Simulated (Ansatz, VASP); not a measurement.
# CaO: VASP beside Ansatz

Contents of POSCAR:

```
CaO
1.0
    0.0739008449      2.6067317416      2.6067317416
    2.6067317416      0.0739008449      2.6067317416
    2.6806325865      2.6806325865      0.0000000000
Ca O
1 1
Direct
    0.0050124821      0.0050124821     -0.0050124821
    0.2449875179      0.2449875179      0.2550124821
```

Contents of INCAR.step1:

```
SYSTEM = CaO
ALGO = Normal
EDIFF = 1E-4
ENCUT = 520
GGA = PE
ISMEAR = 0
LASPH = .True.
LCHARG = .False.
LREAL = .False.
LWAVE = .True.
NBANDS = 15
NELM = 100
PREC = Accurate
SIGMA = 0.01
```

The input INCAR.step2:

```
SYSTEM = CaO
ALGO = Normal
EDIFF = 1E-7
ENCUT = 520
ISIF = 2
ISMEAR = 0
ISTART = 1
LASPH = .True.
LCHARG = .False.
LMIXTAU = .True.
LREAL = .False.
LWAVE = .False.
METAGGA = R2SCAN
NBANDS = 15
NELM = 100
PREC = Accurate
SIGMA = 0.01
```

File KPOINTS:

```
k-points
0
Gamma
  8 8 8
  0 0 0
```

Input for Ansatz:

```yaml
crystal:
  lattice:
    - [0.0739008449, 2.6067317416, 2.6067317416]
    - [2.6067317416, 0.0739008449, 2.6067317416]
    - [2.6806325865, 2.6806325865, 0.0]
  atoms:
    - { symbol: Ca, position: [0.0050124821, 0.0050124821, -0.0050124821] }
    - { symbol: O, position: [0.2449875179, 0.2449875179, 0.2550124821] }
kpoints:
  mp_grid: { grid: [8, 8, 8] }
  band_path:
    path:
      - [0.0, 0.0, 0.0]
      - [-0.5, -0.5, 0.0]
      - [-0.375, -0.375, 0.25]
      - [-0.375, 0.0, 0.375]
      - [0.0, 0.0, 0.5]
      - [-0.5, -0.25, 0.25]
    npoints: 1
hamiltonian:
  xc: r2scan
scf:
  occupations: { method: fixed }
  n_extra_bands: 4
output:
  forces: true
  stress: true
  eigenvalues: true
```

Change from the starting cell: shear_xy strain +5.7%.

Alike in both runs: task single point; functional r2SCAN; k mesh 8 × 8 × 8; no spin polarisation.

|  | VASP | Ansatz |
| --- | --- | --- |
| version | VASP 6.6.1 | Ansatz 0.2.0 |
| potentials or method | VASP PAW PBE potentials, release 64 (Ca_sv, O) | plane waves, PAW |
| plane-wave cutoff (eV) | 520 | 500 |
| occupations | gaussian, width 0.01 eV | fixed |
| valence electrons in the cell | 16 | 16 |

|  | VASP | Ansatz | Ansatz less VASP |
| --- | --- | --- | --- |
| gap on the k mesh at the Fermi level (eV) | 3.66 | 3.69 | +0.025 |
| pressure (GPa) | 0.8 | -0.1 | -0.93 |
| traceless stress, the component that is largest in VASP (GPa) | -2.19 | -2.18 | +0.010 |
| rms of the force components (eV/Å) | 0.010 | 0.001 | -0.0095 |

VASP's potentials were made for PBE, not for r2SCAN. Atom by atom the forces differ by 0.009 eV/Å (rms over components).
